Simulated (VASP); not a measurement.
# ZnS (P3m1) in VASP: single point with PBE

Aim: the single point of ZnS with PBE.

Program: VASP 6.6.1. These are calculated values, not measurements. Logs are shortened: lines on timing, memory, paths and dates and some standing lists are left out, and cuts for length are marked.

## (1) The cell of the first run

It takes space group P3m1 (No. 156, trigonal). Conventional cell: a = 3.687 Å, b = 3.687 Å, c = 30.154 Å, α = 90.00°, β = 90.00°, γ = 120.00°. Within 3.0 Å of Zn (site symmetry 3m) lie 4 S at 2.26 Å. Within 3.0 Å of Zn (site symmetry 3m) lie 4 S at 2.26 Å. Zn (site symmetry 3m) has 4 S at 2.26 Å within 3.0 Å. Zn (site symmetry 3m) has 4 S at 2.26 Å within 3.0 Å. Within 3.0 Å of Zn (site symmetry 3m) lie 4 S at 2.26 Å. Within 3.0 Å of Zn (site symmetry 3m) lie 4 S at 2.26 Å. Within 3.0 Å of Zn (site symmetry 3m) lie 4 S at 2.26 Å. Within 3.0 Å of Zn (site symmetry 3m) lie 4 S at 2.26 Å.

## (2) Single point, PBE (17.75 Å³/atom)

File INCAR:

```
SYSTEM = ZnS
PREC = Accurate ; ENCUT = 520
EDIFF = 1E-7 ; ISMEAR = 0
SIGMA = 0.02 ; LREAL = Auto
LASPH = .True. ; NELM = 60
ALGO = Normal ; ISIF = 2
LWAVE = .False. ; LCHARG = .False.
GGA = PE ; NBANDS = 106
```

File KPOINTS:

```
regular mesh
0
Gamma
  12 12 1
  0 0 0
```

File POSCAR:

```
ZnS
1.0
    3.6866871429      0.0000000000      0.0000000000
   -1.8433435714      3.1927647215      0.0000000000
    0.0000000000      0.0000000000     30.1544784753
Zn S
10 10
Direct
    0.0000000000      0.0000000000      0.5998968850
    0.6666666667      0.3333333333      0.2001684352
    0.6666666667      0.3333333333      0.7999176915
    0.3333333333      0.6666666667      0.6998183183
    0.0000000000      0.0000000000      0.3001003129
    0.0000000000      0.0000000000      0.0001219625
    0.3333333333      0.6666666667      0.9000556253
    0.6666666667      0.3333333333      0.4999649040
    0.3333333333      0.6666666667      0.1002699741
    0.3333333333      0.6666666667      0.4000325846
    0.0000000000      0.0000000000      0.0751694081
    0.0000000000      0.0000000000      0.6748071296
    0.3333333333      0.6666666667      0.9749286428
    0.3333333333      0.6666666667      0.4749435433
    0.6666666667      0.3333333333      0.5748757651
    0.3333333333      0.6666666667      0.7747211249
    0.6666666667      0.3333333333      0.2750790548
    0.3333333333      0.6666666667      0.1751509889
    0.0000000000      0.0000000000      0.3750111349
    0.6666666667      0.3333333333      0.8749654841
```

Potentials or basis: VASP PAW PBE potentials, release 64 (Zn, S).

Command:

```console
$ cat potpaw_PBE.64/Zn/POTCAR potpaw_PBE.64/S/POTCAR > POTCAR
$ mpirun -np 1 vasp_std > vasp.out
```

OUTCAR:

```text
SYSTEM = ZnS
   PREC = Accurate
   ENCUT = 520
   EDIFF = 1E-7
   ISMEAR = 0
   LREAL = Auto
   LASPH = .True.
   NELM = 60
   ISIF = 2
   GGA = PE

 ion  position               nearest neighbor table
   1  0.000  0.000  0.600-  15 2.26  15 2.26  15 2.26  12 2.26
   2  0.667  0.333  0.200-  18 2.26  18 2.26  18 2.26  17 2.26
   3  0.667  0.333  0.800-  16 2.26  16 2.26  16 2.26  20 2.26
   4  0.333  0.667  0.700-  12 2.26  12 2.26  12 2.26  16 2.26
   5  0.000  0.000  0.300-  17 2.26  17 2.26  17 2.26  19 2.26
   6  0.000  0.000  0.000-  13 2.26  13 2.26  13 2.26  11 2.26
[... 12 lines left out ...]
  19  0.000  0.000  0.375-  10 2.26  10 2.26  10 2.26   5 2.26
  20  0.667  0.333  0.875-   7 2.26   7 2.26   7 2.26   3 2.26

  LATTYP: Found a hexagonal cell.
 ALAT       =     3.6866871429
 C/A-ratio  =     8.1792886965

  Lattice vectors:

 A1 = (   3.6866871429,   0.0000000000,   0.0000000000)
 A2 = (  -1.8433435714,   3.1927647215,   0.0000000000)
 A3 = (   0.0000000000,   0.0000000000,  30.1544784753)

Analysis of symmetry for initial positions (statically):
=====================================================================
 Subroutine PRICEL returns:
 Original cell was already a primitive cell.

 Routine SETGRP: Setting up the symmetry group for a
 hexagonal supercell.

 Subroutine GETGRP returns: Found  6 space group operations
 (whereof  6 operations were pure point group operations)
 out of a pool of 24 trial point group operations.

The static configuration has the point symmetry C_3v.

Analysis of symmetry for dynamics (positions and initial velocities):
=====================================================================
 Subroutine PRICEL returns:
 Original cell was already a primitive cell.

 Routine SETGRP: Setting up the symmetry group for a
 hexagonal supercell.

 Subroutine GETGRP returns: Found  6 space group operations
 (whereof  6 operations were pure point group operations)
 out of a pool of 24 trial point group operations.

The dynamic configuration has the point symmetry C_3v.

 Subroutine INISYM returns: Found  6 space group operations
 (whereof  6 operations are pure point group operations),
 and found     1 'primitive' translations

----------------------------------------------------------------------------------------

                                     Primitive cell

  volume of cell :     354.9401

  direct lattice vectors                    reciprocal lattice vectors
     3.686687143  0.000000000  0.000000000     0.271246233  0.156604086  0.000000000
    -1.843343571  3.192764722  0.000000000     0.000000000  0.313208171  0.000000000
     0.000000000  0.000000000 30.154478475     0.000000000  0.000000000  0.033162570

  length of vectors
     3.686687143  3.686687143 30.154478475     0.313208171  0.313208171  0.033162570

  position of ions in fractional coordinates (direct lattice)
     0.000000000  0.000000000  0.599896885
     0.666666667  0.333333333  0.200168435
     0.666666667  0.333333333  0.799917691
     0.333333333  0.666666667  0.699818318
     0.000000000  0.000000000  0.300100313
     0.000000000  0.000000000  0.000121963
[... 12 lines left out ...]
     0.000000000  0.000000000  0.375011135
     0.666666667  0.333333333  0.874965484

  ion indices of the primitive-cell ions
   primitive index   ion index
                 1           1
                 2           2
                 3           3
                 4           4
                 5           5
                 6           6
[... 12 lines left out ...]
                19          19
                20          20

----------------------------------------------------------------------------------------

 KPOINTS: regular mesh

Automatic generation of k-mesh.
 Grid dimensions read from file:
 generate k-points for:   12   12    1

 Generating k-lattice:

  Cartesian coordinates                     Fractional coordinates (reciprocal lattice)
     0.022603853  0.013050340  0.000000000     0.083333333  0.000000000  0.000000000
     0.000000000  0.026100681  0.000000000     0.000000000  0.083333333  0.000000000
     0.000000000  0.000000000  0.033162570     0.000000000  0.000000000  1.000000000

  Length of vectors
     0.026100681  0.026100681  0.033162570

  Shift w.r.t. Gamma in fractional coordinates (k-lattice)
     0.000000000  0.000000000  0.000000000

 Subroutine IBZKPT returns following result:
 ===========================================

 Found     19 irreducible k-points:

 Following reciprocal coordinates:
            Coordinates               Weight
  0.000000  0.000000  0.000000      1.000000
  0.083333  0.000000  0.000000      6.000000
  0.166667 -0.000000  0.000000      6.000000
  0.250000  0.000000  0.000000      6.000000
  0.333333  0.000000  0.000000      6.000000
  0.416667  0.000000  0.000000      6.000000
[... 11 lines left out ...]
  0.333333  0.250000  0.000000     12.000000
  0.333333  0.333333  0.000000      2.000000
   k-points           NKPTS =     19   k-points in BZ     NKDIM =     19   number of bands    NBANDS=    106
   number of dos      NEDOS =    301   number of ions     NIONS =     20
   total plane-waves  NPLWV = 175616
   dimension x,y,z NGX =    28 NGY =   28 NGZ =  224
   dimension x,y,z NGXF=    56 NGYF=   56 NGZF=  448
   ions per type =              10  10
   NGX,Y,Z   is equivalent  to a cutoff of  12.63, 12.63, 12.35 a.u.
   NGXF,Y,Z  is equivalent  to a cutoff of  25.25, 25.25, 24.70 a.u.
 SYSTEM =  ZnS
   PREC   = accura    normal or accurate (medium, high low for compatibility)
   ISTART =      0    job   : 0-new  1-cont  2-samecut
   ICHARG =      2    charge: 1-file 2-atom 10-const
   ISPIN  =      1    spin polarized calculation?
   LNONCOLLINEAR =      F non collinear calculations
   LSORBIT =      F    spin-orbit coupling
   LASPH  =      T    aspherical Exc in radial PAW
   ENCUT  =  520.0 eV  38.22 Ry    6.18 a.u.   6.85  6.85 56.07*2*pi/ulx,y,z
   NELM   =     60;   NELMIN=  2; NELMDL= -5     # of ELM steps
   EDIFF  = 0.1E-06   stopping-criterion for ELM
   LREAL  =      T    real-space projection
   EDIFFG = 0.1E-05   stopping-criterion for IOM
   NSW    =      0    number of steps for IOM
   IBRION =     -1    ionic relax: 0-MD 1-quasi-New 2-CG
   NFREE  =      0    steps in history (QN), initial steepest desc. (CG)
   ISIF   =      2    stress and relaxation
   ISYM   =      2    0-nonsym 1-usesym 2-fastsym
   POTIM  = 0.5000    time-step for ionic-motion
   TEBEG  =    0.0;   TEEND  =   0.0 temperature during run
   PSTRESS=    0.0 pullay stress
   NELECT =     180.0000    total number of electrons
   NUPDOWN=      -1.0000    fix difference up-down
   EMIN   =  10.00;   EMAX   =-10.00  energy-range for DOS
   EFERMI =   0.00;   METHOD = LEGACY
   ISMEAR =     0;   SIGMA  =   0.02  broadening in eV -4-tet -1-fermi 0-gaus
   EFERMI_NEDOS =   21; number of points for ismear=-14 and -15
   IALGO  =     38    algorithm
   IMIX   =      4    mixing-type and parameters
     AMIX     =   0.40;   BMIX     =  1.00
     AMIX_MAG =   1.60;   BMIX_MAG =  1.00
  volume/ion in A,a.u.               =      17.75       119.76
  Fermi-wavevector in a.u.,A,eV,Ry     =   1.305511  2.467059 23.189225  1.704360
  Thomas-Fermi vector in A             =   2.436376
   LORBIT       =      0    0 simple, 1 ext, 2 COOP (PROOUT), +10 PAW based schemes
   GGA     = PE    functional components
   LHFCALC =     F    Hartree Fock is set to
   AEXX    =    0.0000 exact exchange contribution
   IVDW    =     0    specifies the selected vdW correction
   LEPSILON=     F    determine dielectric tensor
   LRPA    =     F    only Hartree local field effects (RPA)
 non-spin polarized calculation
 Gauss-broadening in eV      SIGMA  =   0.02
  energy-cutoff  :      520.00
  volume of cell :      354.94
 maximum number of plane-waves:      9610
 NGX is ok and might be reduce to    28
   NGX = 13   NGY = 13   NGZ =113

 number of electron     180.0000007 magnetization

 Free energy of the ion-electron system (eV)
  ---------------------------------------------------
  ext. energy  EPLUGINS =         0.00000000
  ---------------------------------------------------
  free energy    TOTEN  =       -66.87241452 eV

  energy without entropy =      -66.87241452  energy(sigma->0) =      -66.87241452

 E-fermi :   3.2931     XC(G=0): -10.1363

 val. band max:        3.1648607874   @ k =   0.0000   0.0000   0.0000
 cond. band min:       5.7706855792   @ k =   0.0000   0.0000   0.0000
 fundamental gap:      2.6058247918
 Fermi energy:         3.2931370535

 k-point     1 :       0.0000    0.0000    0.0000
  band No.  band energies     occupation
      1     -10.7824      2.00000
      2     -10.6932      2.00000
      3     -10.6901      2.00000
      4     -10.4432      2.00000
      5     -10.4390      2.00000
      6     -10.0984      2.00000
[... 94 lines left out ...]
    101       9.4096      0.00000
    102       9.4117      0.00000

 k-point     2 :       0.0833    0.0000    0.0000
  band No.  band energies     occupation
      1     -10.7263      2.00000
      2     -10.6385      2.00000
      3     -10.6355      2.00000
      4     -10.3928      2.00000
      5     -10.3886      2.00000
      6     -10.0550      2.00000
[... 1774 lines left out ...]
    101       9.0942      0.00000
    102       9.2870      0.00000

 k-point    19 :       0.3333    0.3333    0.0000
  band No.  band energies     occupation
      1      -9.3680      2.00000
      2      -9.3626      2.00000
      3      -9.3622      2.00000
      4      -9.3617      2.00000
      5      -9.3613      2.00000
      6      -9.3609      2.00000
[... 94 lines left out ...]
    101       8.8088      0.00000
    102       9.2356      0.00000
 [bands above 102 left out]

------------------------ aborting loop because EDIFF is reached ----------------------------------------

  FORCE on cell =-STRESS in cart. coord.  units (eV):
  Direction    XX          YY          ZZ          XY          YZ          ZX
  --------------------------------------------------------------------------------------
  -------------------------------------------------------------------------------------
  Total       26.5377743     26.5377743     26.4967908      0.0000000      0.0000000      0.0000000
  in kB      119.7898598    119.7898598    119.6048629      0.0000000      0.0000000      0.0000000
  external PRESSURE =     119.7281942 kB  Pullay stress =       0.0000000 kB

 VOLUME and BASIS-vectors are now :
 -----------------------------------------------------------------------------
  energy-cutoff  :      520.00
  volume of cell :      354.94
      direct lattice vectors                 reciprocal lattice vectors
     3.686687143  0.000000000  0.000000000     0.271246233  0.156604086  0.000000000
    -1.843343571  3.192764722  0.000000000     0.000000000  0.313208171  0.000000000
     0.000000000  0.000000000 30.154478475     0.000000000  0.000000000  0.033162570

 POSITION                                       TOTAL-FORCE (eV/Angst)
 -----------------------------------------------------------------------------------
      0.00000      0.00000     18.08958         0.000000     -0.000000      0.005051
      1.84334      1.06425      6.03597        -0.000000     -0.000000      0.005848
      1.84334      1.06425     24.12110        -0.000000      0.000000      0.003899
     -0.00000      2.12851     21.10266         0.000000      0.000000      0.002643
      0.00000      0.00000      9.04937         0.000000      0.000000      0.002750
      0.00000      0.00000      0.00368         0.000000     -0.000000      0.004733
[... 12 lines left out ...]
      0.00000      0.00000     11.30827         0.000000      0.000000     -0.002010
      1.84334      1.06425     26.38413         0.000000      0.000000     -0.005678
 -----------------------------------------------------------------------------------
    total drift:                               -0.000006     -0.000004     -0.002126

  FREE ENERGIE OF THE ION-ELECTRON SYSTEM (eV)
  ---------------------------------------------------
  free  energy   TOTEN  =       -66.8724145213 eV

  energy  without entropy=      -66.8724145213  energy(sigma->0) =      -66.87241452
```

Run time: 39 min. Hardware: 1 thread of Intel Xeon Platinum 8488C (Sapphire Rapids), shared host; peak memory 0.7 GiB.

What came out:

```
Free energy            : -66.8724 eV
Pressure               : 12.0 GPa
Largest force          : 0.009 eV/Å
Band gap on the k mesh : 2.61 eV
```

Forces in eV/Å, atoms in the order of the input:
```
Zn   0.000  0.000  0.005
Zn   0.000  0.000  0.006
Zn   0.000  0.000  0.004
Zn   0.000  0.000  0.003
Zn   0.000  0.000  0.003
Zn   0.000  0.000  0.005
Zn   0.000  0.000  0.008
Zn   0.000  0.000  0.003
Zn   0.000  0.000  0.009
Zn   0.000  0.000  0.002
S    0.000  0.000 -0.001
S    0.000  0.000 -0.008
S    0.000  0.000 -0.009
S    0.000  0.000 -0.004
S    0.000  0.000 -0.007
S    0.000  0.000 -0.007
S    0.000  0.000 -0.002
S    0.000  0.000 -0.002
S    0.000  0.000 -0.002
S    0.000  0.000 -0.006
```

Caveat: the cell stands under pressure. A k mesh can miss the band edges.
